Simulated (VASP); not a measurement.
# ZrC (Fm-3m) in VASP: notebook

The runs below take ZrC through single point, relaxation of cell and atoms, with PBE.

All numbers are computed with VASP 6.6.1; they aren't measurements. Logs are shortened: lines on timing, memory, paths and dates and some standing lists are left out, and cuts for length are marked.

**1. The cell of the first run**

It takes space group Fm-3m (No. 225, cubic). The conventional cell has a = 4.709 Å, b = 4.709 Å, c = 4.709 Å, α = 90.00°, β = 90.00°, γ = 90.00°. Within 3.1 Å of Zr (site symmetry m-3m) lie 6 C at 2.35 Å. C (site symmetry m-3m) has 6 Zr at 2.35 Å within 3.1 Å.

**2. Single point, PBE**

INCAR

```
ALGO = Normal
EDIFF = 1E-6
ENCUT = 520
GGA = PE
ISIF = 2
ISMEAR = 0
LASPH = True
LCHARG = False
LREAL = False
LWAVE = False
NBANDS = 15
NELM = 60
PREC = Accurate
SIGMA = 0.1
```

KPOINTS

```
k-points
0
Gamma
  16 16 16
```

POSCAR

```
ZrC
1.0
    0.0000000000      2.3543024246      2.3543024246
    2.3543024246      0.0000000000      2.3543024246
    2.3543024246      2.3543024246      0.0000000000
Zr C
1 1
Direct
    0.5000000000      0.5000000000      0.5000000000
    0.0000000000      0.0000000000      0.0000000000
```

Potentials or basis: VASP PAW PBE potentials, release 64 (Zr_sv, C).

The run is started by

```sh
$ cat potpaw_PBE.64/Zr_sv/POTCAR potpaw_PBE.64/C/POTCAR > POTCAR
$ mpirun -np 1 vasp_std > vasp.out
```

OUTCAR:

```text
EDIFF = 1E-6
   ENCUT = 520
   GGA = PE
   ISIF = 2
   ISMEAR = 0
   LASPH = True
   LREAL = False
   NELM = 60
   PREC = Accurate

 ion  position               nearest neighbor table
   1  0.500  0.500  0.500-   2 2.35   2 2.35   2 2.35   2 2.35   2 2.35   2 2.35
   2  0.000  0.000  0.000-   1 2.35   1 2.35   1 2.35   1 2.35   1 2.35   1 2.35

  LATTYP: Found a face centered cubic cell.
 ALAT       =     4.7086048492

  Lattice vectors:

 A1 = (   0.0000000000,   2.3543024246,   2.3543024246)
 A2 = (   2.3543024246,   0.0000000000,   2.3543024246)
 A3 = (   2.3543024246,   2.3543024246,   0.0000000000)

Analysis of symmetry for initial positions (statically):
=====================================================================
 Subroutine PRICEL returns:
 Original cell was already a primitive cell.

 Routine SETGRP: Setting up the symmetry group for a
 face centered cubic supercell.

 Subroutine GETGRP returns: Found 48 space group operations
 (whereof 48 operations were pure point group operations)
 out of a pool of 48 trial point group operations.

The static configuration has the point symmetry O_h .

Analysis of symmetry for dynamics (positions and initial velocities):
=====================================================================
 Subroutine PRICEL returns:
 Original cell was already a primitive cell.

 Routine SETGRP: Setting up the symmetry group for a
 face centered cubic supercell.

 Subroutine GETGRP returns: Found 48 space group operations
 (whereof 48 operations were pure point group operations)
 out of a pool of 48 trial point group operations.

The dynamic configuration has the point symmetry O_h .

 Subroutine INISYM returns: Found 48 space group operations
 (whereof 48 operations are pure point group operations),
 and found     1 'primitive' translations

----------------------------------------------------------------------------------------

                                     Primitive cell

  volume of cell :      26.0986

  direct lattice vectors                    reciprocal lattice vectors
     0.000000000  2.354302425  2.354302425    -0.212377133  0.212377133  0.212377133
     2.354302425  0.000000000  2.354302425     0.212377133 -0.212377133  0.212377133
     2.354302425  2.354302425  0.000000000     0.212377133  0.212377133 -0.212377133

  length of vectors
     3.329486419  3.329486419  3.329486419     0.367847985  0.367847985  0.367847985

  position of ions in fractional coordinates (direct lattice)
     0.500000000  0.500000000  0.500000000
     0.000000000  0.000000000  0.000000000

  ion indices of the primitive-cell ions
   primitive index   ion index
                 1           1
                 2           2

----------------------------------------------------------------------------------------

 KPOINTS: k-points

Automatic generation of k-mesh.
 Grid dimensions read from file:
 generate k-points for:   16   16   16

 Generating k-lattice:

  Cartesian coordinates                     Fractional coordinates (reciprocal lattice)
    -0.013273571  0.013273571  0.013273571     0.062500000  0.000000000  0.000000000
     0.013273571 -0.013273571  0.013273571     0.000000000  0.062500000  0.000000000
     0.013273571  0.013273571 -0.013273571     0.000000000  0.000000000  0.062500000

  Length of vectors
     0.022990499  0.022990499  0.022990499

  Shift w.r.t. Gamma in fractional coordinates (k-lattice)
     0.000000000  0.000000000  0.000000000

 Subroutine IBZKPT returns following result:
 ===========================================

 Found    145 irreducible k-points:

 Following reciprocal coordinates:
            Coordinates               Weight
  0.000000  0.000000  0.000000      1.000000
  0.062500  0.000000  0.000000      8.000000
  0.125000  0.000000  0.000000      8.000000
  0.187500  0.000000  0.000000      8.000000
  0.250000  0.000000  0.000000      8.000000
  0.312500  0.000000  0.000000      8.000000
[... 16 lines left out ...]
 -0.125000  0.062500  0.000000     24.000000
 -0.062500  0.062500  0.000000     12.000000
 [... further k-points ...]
   k-points           NKPTS =    145   k-points in BZ     NKDIM =    145   number of bands    NBANDS=     15
   number of dos      NEDOS =    301   number of ions     NIONS =      2
   total plane-waves  NPLWV =  21952
   dimension x,y,z NGX =    28 NGY =   28 NGZ =   28
   dimension x,y,z NGXF=    56 NGYF=   56 NGZF=   56
   ions per type =               1   1
   NGX,Y,Z   is equivalent  to a cutoff of  13.98, 13.98, 13.98 a.u.
   NGXF,Y,Z  is equivalent  to a cutoff of  27.96, 27.96, 27.96 a.u.
 SYSTEM =  unknown system
   PREC   = accura    normal or accurate (medium, high low for compatibility)
   ISTART =      0    job   : 0-new  1-cont  2-samecut
   ICHARG =      2    charge: 1-file 2-atom 10-const
   ISPIN  =      1    spin polarized calculation?
   LNONCOLLINEAR =      F non collinear calculations
   LSORBIT =      F    spin-orbit coupling
   LASPH  =      T    aspherical Exc in radial PAW
   ENCUT  =  520.0 eV  38.22 Ry    6.18 a.u.   6.19  6.19  6.19*2*pi/ulx,y,z
   NELM   =     60;   NELMIN=  2; NELMDL= -5     # of ELM steps
   EDIFF  = 0.1E-05   stopping-criterion for ELM
   LREAL  =      F    real-space projection
[... 7 lines left out ...]
   TEBEG  =    0.0;   TEEND  =   0.0 temperature during run
   PSTRESS=    0.0 pullay stress
   NELECT =      16.0000    total number of electrons
   NUPDOWN=      -1.0000    fix difference up-down
   EMIN   =  10.00;   EMAX   =-10.00  energy-range for DOS
   EFERMI =   0.00;   METHOD = LEGACY
   ISMEAR =     0;   SIGMA  =   0.10  broadening in eV -4-tet -1-fermi 0-gaus
   EFERMI_NEDOS =   21; number of points for ismear=-14 and -15
   IALGO  =     38    algorithm
   IMIX   =      4    mixing-type and parameters
     AMIX     =   0.40;   BMIX     =  1.00
     AMIX_MAG =   1.60;   BMIX_MAG =  1.00
  volume/ion in A,a.u.               =      13.05        88.06
  Fermi-wavevector in a.u.,A,eV,Ry     =   1.390729  2.628097 26.315405  1.934128
  Thomas-Fermi vector in A             =   2.514636
   LORBIT       =      0    0 simple, 1 ext, 2 COOP (PROOUT), +10 PAW based schemes
   GGA     = PE    functional components
   LHFCALC =     F    Hartree Fock is set to
   AEXX    =    0.0000 exact exchange contribution
   IVDW    =     0    specifies the selected vdW correction
   LEPSILON=     F    determine dielectric tensor
   LRPA    =     F    only Hartree local field effects (RPA)
 non-spin polarized calculation
 Gauss-broadening in eV      SIGMA  =   0.10
  energy-cutoff  :      520.00
  volume of cell :       26.10
 maximum number of plane-waves:       725
 NGX is ok and might be reduce to    28
   NGX = 13   NGY = 13   NGZ = 13

 number of electron      16.0000000 magnetization

 Free energy of the ion-electron system (eV)
  ---------------------------------------------------
  ext. energy  EPLUGINS =         0.00000000
  ---------------------------------------------------
  free energy    TOTEN  =       -19.46218703 eV

  energy without entropy =      -19.46025023  energy(sigma->0) =      -19.46121863

 E-fermi :   9.5421     XC(G=0): -12.1075

 val. band max:        9.5338805030   @ k =   0.3125   0.2500   0.0000
 cond. band min:       9.5443357023   @ k =   0.4375   0.4375   0.0000
 fundamental gap:      0.0104551994
 Fermi energy:         9.5420975431

 k-point     1 :       0.0000    0.0000    0.0000
  band No.  band energies     occupation
      1     -38.5724      2.00000
      2     -16.2863      2.00000
      3     -16.2863      2.00000
      4     -16.2863      2.00000
      5      -1.7354      2.00000
      6      10.4862      0.00000
      7      10.4862      0.00000
      8      10.4862      0.00000
      9      10.6451      0.00000
     10      10.6451      0.00000
     11      10.6451      0.00000
     12      12.3501      0.00000
     13      12.3501      0.00000
     14      16.8017      0.00000
     15      20.0075      0.00000

 k-point     2 :       0.0625    0.0000    0.0000
  band No.  band energies     occupation
      1     -38.5687      2.00000
      2     -16.3206      2.00000
      3     -16.2893      2.00000
      4     -16.2893      2.00000
      5      -1.6470      2.00000
      6       9.7472      0.00373
      7       9.9457      0.00000
      8       9.9457      0.00000
      9      10.8576      0.00000
     10      10.8576      0.00000
     11      11.1796      0.00000
     12      12.8612      0.00000
     13      12.8612      0.00000
     14      16.9968      0.00000
     15      20.2510      0.00000

 k-point     3 :       0.1250    0.0000    0.0000
  band No.  band energies     occupation
      1     -38.5581      2.00000
      2     -16.4173      2.00000
      3     -16.2978      2.00000
      4     -16.2978      2.00000
      5      -1.3908      2.00000
      6       8.7988      2.00000
      7       9.1699      2.00000
      8       9.1699      2.00000
      9      11.1437      0.00000
     10      11.1437      0.00000
     11      11.6021      0.00000
     12      13.8906      0.00000
     13      13.8906      0.00000
     14      17.5027      0.00000
     15      20.9201      0.00000

 k-point     4 :       0.1875    0.0000    0.0000
  band No.  band energies     occupation
      1     -38.5421      2.00000
      2     -16.5586      2.00000
      3     -16.3105      2.00000
      4     -16.3105      2.00000
      5      -0.9918      2.00000
      6       7.8011      2.00000
      7       8.4347      2.00000
      8       8.4347      2.00000
      9      11.5627      0.00000
     10      11.5627      0.00000
     11      11.9461      0.00000
     12      15.0722      0.00000
     13      15.0722      0.00000
     14      18.1223      0.00000
     15      21.8191      0.00000
[... 307 lines left out ...]
 k-point    22 :      -0.1875    0.0625    0.0000
  band No.  band energies     occupation
      1     -38.5333      2.00000
      2     -16.6172      2.00000
      3     -16.3485      2.00000
      4     -16.3041      2.00000
      5      -0.7793      2.00000
      6       7.3379      2.00000
      7       7.9989      2.00000
      8       8.3466      2.00000
      9      11.4594      0.00000
     10      11.9443      0.00000
     11      12.4639      0.00000
     12      14.7792      0.00000
     13      16.1675      0.00000
     14      18.4669      0.00000
     15      22.2532      0.00000

 k-point    23 :      -0.1250    0.0625    0.0000
  band No.  band energies     occupation
      1     -38.5502      2.00000
      2     -16.4732      2.00000
      3     -16.3287      2.00000
      4     -16.2931      2.00000
      5      -1.2052      2.00000
      6       8.2760      2.00000
      7       8.6523      2.00000
      8       8.9522      2.00000
      9      11.0391      0.00000
     10      11.6871      0.00000
     11      11.9577      0.00000
     12      13.7151      0.00000
     13      14.9616      0.00000
     14      17.8811      0.00000
     15      21.3854      0.00000

 k-point    24 :      -0.0625    0.0625    0.0000
  band No.  band energies     occupation
      1     -38.5627      2.00000
      2     -16.3680      2.00000
      3     -16.3080      2.00000
      4     -16.2879      2.00000
      5      -1.5042      2.00000
      6       9.1641      2.00000
      7       9.3765      1.98078
      8       9.5216      1.22790
      9      10.7872      0.00000
     10      11.4051      0.00000
     11      11.4884      0.00000
     12      12.9699      0.00000
     13      13.8221      0.00000
     14      17.3104      0.00000
     15      20.6359      0.00000

 [... further k-points ...]
[... 5 lines left out ...]
  --------------------------------------------------------------------------------------
  -------------------------------------------------------------------------------------
  Total        0.0406896      0.0406896      0.0406896      0.0000000      0.0000000      0.0000000
  in kB        2.4979127      2.4979127      2.4979127      0.0000000      0.0000000      0.0000000
  external PRESSURE =       2.4979127 kB  Pullay stress =       0.0000000 kB

 VOLUME and BASIS-vectors are now :
 -----------------------------------------------------------------------------
  energy-cutoff  :      520.00
  volume of cell :       26.10
      direct lattice vectors                 reciprocal lattice vectors
     0.000000000  2.354302425  2.354302425    -0.212377133  0.212377133  0.212377133
     2.354302425  0.000000000  2.354302425     0.212377133 -0.212377133  0.212377133
     2.354302425  2.354302425  0.000000000     0.212377133  0.212377133 -0.212377133

 POSITION                                       TOTAL-FORCE (eV/Angst)
 -----------------------------------------------------------------------------------
      2.35430      2.35430      2.35430        -0.000000     -0.000000     -0.000000
      0.00000      0.00000      0.00000         0.000000      0.000000      0.000000
 -----------------------------------------------------------------------------------
    total drift:                                0.000000      0.000000      0.000000

  FREE ENERGIE OF THE ION-ELECTRON SYSTEM (eV)
  ---------------------------------------------------
  free  energy   TOTEN  =       -19.4621870304 eV

  energy  without entropy=      -19.4602502344  energy(sigma->0) =      -19.46121863
```

Wall time 31 s (1 thread of Intel Xeon 6975P-C (Granite Rapids), shared host); peak memory 0.2 GiB.

What came out:

* Free energy: -19.4622 eV
* Pressure: 0.2 GPa
* Band gap on the k mesh: zero (bands 8 and 9 overlap by 1.30 eV)

Levels at points of the mesh, in eV from the Fermi level:
| k point | band 6 | band 7 | band 8 | band 9 | band 10 | band 11 |
| --- | --- | --- | --- | --- | --- | --- |
| (0.00, 0.00, 0.00) | 0.94 | 0.94 | 0.94 | 1.10 | 1.10 | 1.10 |
| (0.50, 0.00, 0.00) | -5.26 | -2.90 | -2.90 | 4.48 | 4.48 | 5.31 |
| (0.50, 0.50, 0.00) | -2.06 | -1.73 | 0.06 | 0.06 | 4.43 | 5.64 |

**3. Relaxation of cell and atoms, PBE**

INCAR

```
ALGO     = Normal         # electronic algorithm
EDIFF    = 1E-7           # SCF threshold, eV
EDIFFG   = -0.001         # ionic threshold
ENCUT    = 600            # plane-wave cutoff, eV
GGA      = PE             # functional
IBRION   = 2              # ionic algorithm
ISIF     = 3              # what is computed and relaxed
ISMEAR   = 0              # smearing method
LASPH    = True           # aspherical terms in the spheres
LCHARG   = False          # write CHGCAR
LREAL    = False          # projectors in reciprocal space
LWAVE    = False          # write WAVECAR
NELM     = 60             # most SCF steps
NSW      = 80             # ionic steps
PREC     = Accurate       # precision mode
SIGMA    = 0.1            # smearing width, eV
```

KPOINTS is that of step 2.

POSCAR is that of step 2.

Potentials or basis: VASP PAW PBE potentials, release 64 (Zr_sv, C).

The run is started by

```sh
$ cat potpaw_PBE.64/Zr_sv/POTCAR potpaw_PBE.64/C/POTCAR > POTCAR
$ mpirun -np 1 vasp_std > vasp.out
```

It took 52 s on 1 thread of Intel Xeon 6975P-C (Granite Rapids), shared host; peak memory 0.2 GiB.

The run converged. Its results:

- Free energy: -19.4631 eV
- Relaxed volume: 13.06 Å³/atom
- Relaxed cell: a = 3.330 Å, b = 3.330 Å, c = 3.330 Å, α = 60.00°, β = 60.00°, γ = 60.00°
- Space group after relaxing (to 0.1 Å): Fm-3m (No. 225)
- Energy gained by relaxing: 0.0 meV/atom
- Ionic steps: 3
- Pressure after relaxing: 0.0 GPa
- Band gap on the k mesh: zero (bands 8 and 9 overlap by 1.30 eV)

Final structure:
```
Zr C
1.0
     0.00000    2.35488    2.35488
     2.35488    0.00000    2.35488
     2.35488    2.35488    0.00000
Zr C
1 1
Direct
  0.50000 0.50000 0.50000
  0.00000 0.00000 0.00000
```

Levels at points of the mesh, in eV from the Fermi level:
```tsv
k point	band 5	band 6	band 7	band 8	band 9	band 10	band 11	band 12
(0.00, 0.00, 0.00)	-11.28	0.94	0.94	0.94	1.10	1.10	1.10	2.81
(0.50, 0.00, 0.00)	-8.23	-5.26	-2.90	-2.90	4.48	4.48	5.31	6.51
(0.50, 0.50, 0.00)	-10.11	-2.06	-1.73	0.06	0.06	4.43	5.63	5.63
```
